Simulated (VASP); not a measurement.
# Co (Fm-3m) in VASP: further runs

The runs below take Co through single point, with PBE.

All numbers are computed with VASP 6.6.1; they aren't measurements. Logs are shortened: lines on timing, memory, paths and dates and some standing lists are left out, and cuts for length are marked.

**1. The cell of the first run**

The structure is cubic, space group Fm-3m (No. 225). The conventional cell has a = 3.569 Å, b = 3.569 Å, c = 3.569 Å, α = 90.00°, β = 90.00°, γ = 90.00°. Within 3.3 Å of Co (site symmetry m-3m) lie 12 Co at 2.52 Å.

**2. Single point, PBE, collinear spin**

The input, INCAR:

```
  PREC = Accurate
  ENCUT = 520
  EDIFF = 1E-7
  ISMEAR = -1
  SIGMA = 0.1
  LREAL = F
  LASPH = T
  NELM = 150
  ALGO = Normal
  ISIF = 2
  LWAVE = F
  LCHARG = F
  ISPIN = 2
  MAGMOM = 3 0
  LORBIT = 11
  LMAXMIX = 4
  GGA = PE
  ISYM = 0
  NBANDS = 20
```

The input, KPOINTS:

```
regular mesh
0
Gamma
  13 7 13
```

The input, POSCAR:

```
Co
1.0
    0.0000000000      1.7844000000      1.7844000000
    3.5688000000      0.0000000000      3.5688000000
    1.7844000000      1.7844000000      0.0000000000
Co
2
Direct
    0.0000000000      0.0000000000      0.0000000000
    0.0000000000      0.5000000000      0.0000000000
```

Potentials or basis: VASP PAW PBE potentials, release 64 (Co).

Run with:

```console
$ cat potpaw_PBE.64/Co/POTCAR > POTCAR
$ mpirun -np 1 vasp_std > vasp.out
```

OUTCAR:

```text
PREC = Accurate
   ENCUT = 520
   EDIFF = 1E-7
   ISMEAR = -1
   LREAL = F
   LASPH = T
   NELM = 150
   ISIF = 2
   ISPIN = 2
   LORBIT = 11
   GGA = PE
   ISYM = 0

 ion  position               nearest neighbor table
   1  0.000  0.000  0.000-   2 2.52   2 2.52   2 2.52   2 2.52   2 2.52   2 2.52
   2  0.000  0.500  0.000-   1 2.52   1 2.52   1 2.52   1 2.52   1 2.52   1 2.52

IMPORTANT INFORMATION: All symmetrisations will be switched off!
NOSYMM: (Re-)initialisation of all symmetry stuff for point group C_1.

----------------------------------------------------------------------------------------

                                     Primitive cell

  volume of cell :      22.7267

  direct lattice vectors                    reciprocal lattice vectors
     0.000000000  1.784400000  1.784400000    -0.280206232  0.280206232  0.280206232
     3.568800000  0.000000000  3.568800000     0.140103116 -0.140103116  0.140103116
     1.784400000  1.784400000  0.000000000     0.280206232  0.280206232 -0.280206232

  length of vectors
     2.523522681  5.047045361  2.523522681     0.485331430  0.242665715  0.485331430

  position of ions in fractional coordinates (direct lattice)
     0.000000000  0.000000000  0.000000000
     0.000000000  0.500000000  0.000000000

  ion indices of the primitive-cell ions
   primitive index   ion index
                 1           1
                 2           2

----------------------------------------------------------------------------------------

 KPOINTS: regular mesh

Automatic generation of k-mesh.
 Grid dimensions read from file:
 generate k-points for:   13    7   13

 Generating k-lattice:

  Cartesian coordinates                     Fractional coordinates (reciprocal lattice)
    -0.021554326  0.021554326  0.021554326     0.076923077  0.000000000  0.000000000
     0.020014731 -0.020014731  0.020014731     0.000000000  0.142857143  0.000000000
     0.021554326  0.021554326 -0.021554326     0.000000000  0.000000000  0.076923077

  Length of vectors
     0.037333187  0.034666531  0.037333187

  Shift w.r.t. Gamma in fractional coordinates (k-lattice)
     0.000000000  0.000000000  0.000000000

 -----------------------------------------------------------------------------
|                                                                             |
|           W    W    AA    RRRRR   N    N  II  N    N   GGGG   !!!           |
|           W    W   A  A   R    R  NN   N  II  NN   N  G    G  !!!           |
|           W    W  A    A  R    R  N N  N  II  N N  N  G       !!!           |
|           W WW W  AAAAAA  RRRRR   N  N N  II  N  N N  G  GGG   !            |
|           WW  WW  A    A  R   R   N   NN  II  N   NN  G    G                |
|           W    W  A    A  R    R  N    N  II  N    N   GGGG   !!!           |
|                                                                             |
|     Your reciprocal lattice and k-lattice belong to different lattice       |
|     classes:                                                                |
|                                                                             |
|        The reciprocal lattice is rhombohedral (trigonal),                   |
|        whereas your k-lattice is base-centered monoclinic.                  |
|                                                                             |
|     Results are often still useful ...                                      |
|                                                                             |
 -----------------------------------------------------------------------------

 WARNING: IBZKPT: internal override: KBLOWUP is changed to .FALSE.
      ... skipping the blow-up phase ...

 Subroutine IBZKPT returns following result:
 ===========================================

 Found    592 irreducible k-points:

 Following reciprocal coordinates:
            Coordinates               Weight
  0.000000  0.000000  0.000000      1.000000
  0.076923  0.000000  0.000000      2.000000
  0.153846  0.000000  0.000000      2.000000
  0.230769  0.000000  0.000000      2.000000
  0.307692  0.000000  0.000000      2.000000
  0.384615  0.000000  0.000000      2.000000
[... 16 lines left out ...]
  0.153846  0.285714  0.000000      2.000000
  0.230769  0.285714  0.000000      2.000000
 [... further k-points ...]
   k-points           NKPTS =    592   k-points in BZ     NKDIM =    592   number of bands    NBANDS=     20
   number of dos      NEDOS =    301   number of ions     NIONS =      2
   total plane-waves  NPLWV =  16000
   dimension x,y,z NGX =    20 NGY =   40 NGZ =   20
   dimension x,y,z NGXF=    40 NGYF=   80 NGZF=   40
   ions per type =               2
   NGX,Y,Z   is equivalent  to a cutoff of  13.18, 13.18, 13.18 a.u.
   NGXF,Y,Z  is equivalent  to a cutoff of  26.35, 26.35, 26.35 a.u.
 SYSTEM =  unknown system
   PREC   = accura    normal or accurate (medium, high low for compatibility)
   ISTART =      0    job   : 0-new  1-cont  2-samecut
   ICHARG =      2    charge: 1-file 2-atom 10-const
   ISPIN  =      2    spin polarized calculation?
   LNONCOLLINEAR =      F non collinear calculations
   LSORBIT =      F    spin-orbit coupling
   LASPH  =      T    aspherical Exc in radial PAW
   ENCUT  =  520.0 eV  38.22 Ry    6.18 a.u.   4.69  9.38  4.69*2*pi/ulx,y,z
   NELM   =    150;   NELMIN=  2; NELMDL= -5     # of ELM steps
   EDIFF  = 0.1E-06   stopping-criterion for ELM
   LREAL  =      F    real-space projection
   EDIFFG = 0.1E-05   stopping-criterion for IOM
   NSW    =      0    number of steps for IOM
   IBRION =     -1    ionic relax: 0-MD 1-quasi-New 2-CG
   NFREE  =      0    steps in history (QN), initial steepest desc. (CG)
   ISIF   =      2    stress and relaxation
   ISYM   =      0    0-nonsym 1-usesym 2-fastsym
   POTIM  = 0.5000    time-step for ionic-motion
   TEBEG  =    0.0;   TEEND  =   0.0 temperature during run
   PSTRESS=    0.0 pullay stress
   NELECT =      18.0000    total number of electrons
   NUPDOWN=      -1.0000    fix difference up-down
   EMIN   =  10.00;   EMAX   =-10.00  energy-range for DOS
   EFERMI =   0.00;   METHOD = LEGACY
   ISMEAR =    -1;   SIGMA  =   0.10  broadening in eV -4-tet -1-fermi 0-gaus
   EFERMI_NEDOS =   21; number of points for ismear=-14 and -15
   IALGO  =     38    algorithm
   IMIX   =      4    mixing-type and parameters
     AMIX     =   0.40;   BMIX     =  1.00
     AMIX_MAG =   1.60;   BMIX_MAG =  1.00
  volume/ion in A,a.u.               =      11.36        76.68
  Fermi-wavevector in a.u.,A,eV,Ry     =   1.514677  2.862325 31.215130  2.294247
  Thomas-Fermi vector in A             =   2.624303
   LORBIT       =     11    0 simple, 1 ext, 2 COOP (PROOUT), +10 PAW based schemes
   GGA     = PE    functional components
   LHFCALC =     F    Hartree Fock is set to
   AEXX    =    0.0000 exact exchange contribution
   IVDW    =     0    specifies the selected vdW correction
   LEPSILON=     F    determine dielectric tensor
   LRPA    =     F    only Hartree local field effects (RPA)
 spin polarized calculation
  energy-cutoff  :      520.00
  volume of cell :       22.73
 maximum number of plane-waves:       633
   NGX =  9   NGY = 19   NGZ =  9

 number of electron      18.0000011 magnetization       0.0005618

 number of electron      18.0000011 magnetization      -0.0002346

 Free energy of the ion-electron system (eV)
  ---------------------------------------------------
  ext. energy  EPLUGINS =         0.00000000
  ---------------------------------------------------
  free energy    TOTEN  =       -13.64888775 eV

  energy without entropy =      -13.49443339  energy(sigma->0) =      -13.57166057

 E-fermi :   9.5493     XC(G=0): -13.1462

 val. band max:        9.5472016245   @ k =  -0.2308  -0.4286   0.3846
 cond. band min:       9.5495351604   @ k =  -0.2308  -0.1429   0.4615
 fundamental gap:      0.0023335359
 Fermi energy:         9.5492703712

 spin component 1

 k-point     1 :       0.0000    0.0000    0.0000
  band No.  band energies     occupation
      1       0.9655      1.00000
      2       5.0949      1.00000
      3       7.3745      1.00000
      4       7.3745      1.00000
      5       7.7959      1.00000
      6       7.8943      1.00000
[... 12 lines left out ...]
     19      36.4362      0.00000
     20      36.4436      0.00000

 k-point     2 :       0.0769    0.0000    0.0000
  band No.  band energies     occupation
      1       1.1926      1.00000
      2       5.2186      1.00000
      3       7.2987      1.00000
      4       7.4631      1.00000
      5       7.7264      1.00000
      6       7.8400      1.00000
[... 12 lines left out ...]
     19      36.0337      0.00000
     20      36.0400      0.00000

 k-point     3 :       0.1538    0.0000    0.0000
  band No.  band energies     occupation
      1       1.8525      1.00000
      2       5.5385      1.00000
      3       7.0563      1.00000
      4       7.2882      1.00000
      5       7.7010      1.00000
      6       7.9061      1.00000
[... 12 lines left out ...]
     19      35.3497      0.00000
     20      35.3519      0.00000

 k-point     4 :       0.2308    0.0000    0.0000
  band No.  band energies     occupation
      1       2.8634      1.00000
      2       5.8092      1.00000
      3       6.5654      1.00000
      4       7.1234      1.00000
      5       7.8329      1.00000
      6       7.9043      1.00000
[... 429 lines left out ...]
 k-point    23 :       0.1538    0.2857    0.0000
  band No.  band energies     occupation
      1       2.0636      1.00000
      2       5.4706      1.00000
      3       7.0912      1.00000
      4       7.2891      1.00000
      5       7.6631      1.00000
      6       7.7315      1.00000
[... 12 lines left out ...]
     19      32.4123      0.00000
     20      33.0205      0.00000

 k-point    24 :       0.2308    0.2857    0.0000
  band No.  band energies     occupation
      1       2.8312      1.00000
      2       6.0164      1.00000
      3       6.7861      1.00000
      4       6.9786      1.00000
      5       7.6065      1.00000
      6       8.0392      1.00000
[... 12 lines left out ...]
     19      31.7074      0.00000
     20      33.7075      0.00000

 [... further k-points ...]

 spin component 2

 k-point     1 :       0.0000    0.0000    0.0000
  band No.  band energies     occupation
      1       0.9655      1.00000
      2       5.0947      1.00000
      3       7.3744      1.00000
      4       7.3744      1.00000
      5       7.7957      1.00000
      6       7.8941      1.00000
[... 12 lines left out ...]
     19      36.4362      0.00000
     20      36.4436      0.00000

 k-point     2 :       0.0769    0.0000    0.0000
  band No.  band energies     occupation
      1       1.1926      1.00000
      2       5.2184      1.00000
      3       7.2986      1.00000
      4       7.4629      1.00000
      5       7.7263      1.00000
      6       7.8399      1.00000
[... 12 lines left out ...]
     19      36.0336      0.00000
     20      36.0400      0.00000

 k-point     3 :       0.1538    0.0000    0.0000
  band No.  band energies     occupation
      1       1.8524      1.00000
      2       5.5383      1.00000
      3       7.0562      1.00000
      4       7.2880      1.00000
      5       7.7008      1.00000
      6       7.9060      1.00000
[... 12 lines left out ...]
     19      35.3497      0.00000
     20      35.3519      0.00000

 k-point     4 :       0.2308    0.0000    0.0000
  band No.  band energies     occupation
      1       2.8634      1.00000
      2       5.8091      1.00000
      3       6.5653      1.00000
      4       7.1232      1.00000
      5       7.8327      1.00000
      6       7.9042      1.00000
[... 429 lines left out ...]
 k-point    23 :       0.1538    0.2857    0.0000
  band No.  band energies     occupation
      1       2.0636      1.00000
      2       5.4705      1.00000
      3       7.0911      1.00000
      4       7.2889      1.00000
      5       7.6630      1.00000
      6       7.7314      1.00000
[... 12 lines left out ...]
     19      32.4123      0.00000
     20      33.0205      0.00000

 k-point    24 :       0.2308    0.2857    0.0000
  band No.  band energies     occupation
      1       2.8312      1.00000
      2       6.0162      1.00000
      3       6.7860      1.00000
      4       6.9784      1.00000
      5       7.6064      1.00000
      6       8.0390      1.00000
[... 12 lines left out ...]
     19      31.7074      0.00000
     20      33.7074      0.00000

 [... further k-points ...]
[... 5 lines left out ...]
  --------------------------------------------------------------------------------------
  -------------------------------------------------------------------------------------
  Total       -1.8676654     -1.8841492     -1.8676675     -0.1964161     -0.1964175      0.1917811
  in kB     -131.6658096   -132.8278798   -131.6659566    -13.8468542    -13.8469498     13.5200984
  external PRESSURE =    -132.0532153 kB  Pullay stress =       0.0000000 kB

 VOLUME and BASIS-vectors are now :
 -----------------------------------------------------------------------------
  energy-cutoff  :      520.00
  volume of cell :       22.73
      direct lattice vectors                 reciprocal lattice vectors
     0.000000000  1.784400000  1.784400000    -0.280206232  0.280206232  0.280206232
     3.568800000  0.000000000  3.568800000     0.140103116 -0.140103116  0.140103116
     1.784400000  1.784400000  0.000000000     0.280206232  0.280206232 -0.280206232

 POSITION                                       TOTAL-FORCE (eV/Angst)
 -----------------------------------------------------------------------------------
      0.00000      0.00000      0.00000         0.000000      0.000000      0.000000
      1.78440      0.00000      1.78440        -0.000000     -0.000000     -0.000000
 -----------------------------------------------------------------------------------
    total drift:                                0.000000      0.000000      0.000000

  FREE ENERGIE OF THE ION-ELECTRON SYSTEM (eV)
  ---------------------------------------------------
  free  energy   TOTEN  =       -13.6488877464 eV

  energy  without entropy=      -13.4944333879  energy(sigma->0) =      -13.57166057

 total charge

# of ion       s       p       d       tot
------------------------------------------
    1        0.468   0.481   7.236   8.185
    2        0.468   0.481   7.236   8.185
--------------------------------------------------
tot          0.936   0.963  14.472  16.370

 magnetization (x)

# of ion       s       p       d       tot
------------------------------------------
    1        0.000   0.008   1.106   1.114
    2       -0.000  -0.008  -1.106  -1.114
--------------------------------------------------
tot          0.000   0.000  -0.000  -0.000
```

Wall time 14 min (1 thread of Intel Xeon 6975P-C (Granite Rapids), shared host); peak memory 0.48 GiB.

Results:

```yaml
Free_energy: -13.6489 eV
Pressure: -13.2 GPa
Band_gap_on_the_k_mesh: zero (filled and empty bands overlap)
Net_moment: 0.00 μB per cell
Site_moments: Co +1.11, -1.11 μB
Valence_electrons_inside_the_program's_atomic_spheres: Co 8.19
```

Stress tensor (GPa, compression positive):
```
-13.17  -1.38   1.35
 -1.38 -13.28  -1.38
  1.35  -1.38 -13.17
```

**3. Single point, PBE, collinear spin, ferromagnetic start**

The input, INCAR:

```
ALGO = Normal ; EDIFF = 1E-6
ENCUT = 520 ; GGA = PE
ISIF = 2 ; ISMEAR = -1
ISPIN = 2 ; ISYM = 0
LASPH = True ; LCHARG = False
LMAXMIX = 4 ; LORBIT = 11
LREAL = False ; LWAVE = False
MAGMOM = 0.6 0.6 ; NBANDS = 20
NELM = 150 ; PREC = Accurate
SIGMA = 0.1
```

The input, KPOINTS:

```
k-points
0
Gamma
  13 7 13
```

POSCAR is that of step 2.

Potentials or basis: VASP PAW PBE potentials, release 64 (Co).

Run with:

```console
$ cat potpaw_PBE.64/Co/POTCAR > POTCAR
$ mpirun -np 1 vasp_std > vasp.out
```

Run time: 5.8 min. Hardware: 1 thread of Intel Xeon 6975P-C (Granite Rapids), shared host; peak memory 0.46 GiB.

The run converged. Its results:

```yaml
Free_energy: -14.0527 eV
Pressure: -8.4 GPa
Net_moment: 3.32 μB per cell
Site_moments: Co +1.68 μB
Valence_electrons_inside_the_program's_atomic_spheres: Co 8.19
```

Stress tensor (GPa, compression positive):
```
-8.33 -0.07  0.21
-0.07 -8.41 -0.07
 0.21 -0.07 -8.33
```

Levels at points of the mesh, in eV from the Fermi level:
Spin up:
```
           k point  band 8  band 9  band 10  band 11  band 12  band 13  band 14  band 15
(0.00, 0.00, 0.00)   -1.71   -1.71    -0.86    -0.86    -0.26     5.72    21.22    22.64
```
Spin down:
| k point | band 4 | band 5 | band 6 | band 7 | band 8 | band 9 | band 10 | band 11 |
| --- | --- | --- | --- | --- | --- | --- | --- | --- |
| (0.00, 0.00, 0.00) | -1.07 | -1.07 | -1.07 | -1.07 | -0.32 | 0.31 | 0.31 | 1.07 |

**4. Single point, PBE, collinear spin, ferromagnetic start**

The input, INCAR:

```
PREC = Accurate
ENCUT = 520
EDIFF = 1E-6
ISMEAR = -1
SIGMA = 0.1
LREAL = False
LASPH = True
NELM = 150
ALGO = Normal
ISIF = 2
LWAVE = False
LCHARG = False
ISPIN = 2
MAGMOM = 3 3
LORBIT = 11
LMAXMIX = 4
GGA = PE
NBANDS = 20
ISYM = 0
```

The input, KPOINTS:

```
Automatic mesh
0
Gamma
  13 7 13
```

POSCAR is that of step 3.

Run with:

```console
$ cat potpaw_PBE.64/Co/POTCAR > POTCAR
$ mpirun -np 1 vasp_std > vasp.out
```

It took 4.2 min on 1 thread of Intel Xeon 6975P-C (Granite Rapids), shared host; peak memory 0.45 GiB.

The run converged. Its results:

```
Free energy                                           : -14.0527 eV
Pressure                                              : -8.3 GPa
Net moment                                            : 3.32 μB per cell
Site moments                                          : Co +1.68 μB
Valence electrons inside the program's atomic spheres : Co 8.19
```

Stress tensor (GPa, compression positive):
```
-8.26 -0.08  0.21
-0.08 -8.33 -0.08
 0.21 -0.08 -8.26
```

Levels at points of the mesh, in eV from the Fermi level:
Spin up:
```tsv
k point	band 9	band 10	band 11	band 12	band 13	band 14
(0.00, 0.00, 0.00)	-1.71	-0.86	-0.86	-0.26	5.72	21.22
```
Spin down:
| k point | band 3 | band 4 | band 5 | band 6 | band 7 | band 8 | band 9 | band 10 | band 11 | band 12 |
| --- | --- | --- | --- | --- | --- | --- | --- | --- | --- | --- |
| (0.00, 0.00, 0.00) | -1.07 | -1.07 | -1.07 | -1.07 | -1.07 | -0.32 | 0.31 | 0.31 | 1.07 | 1.07 |
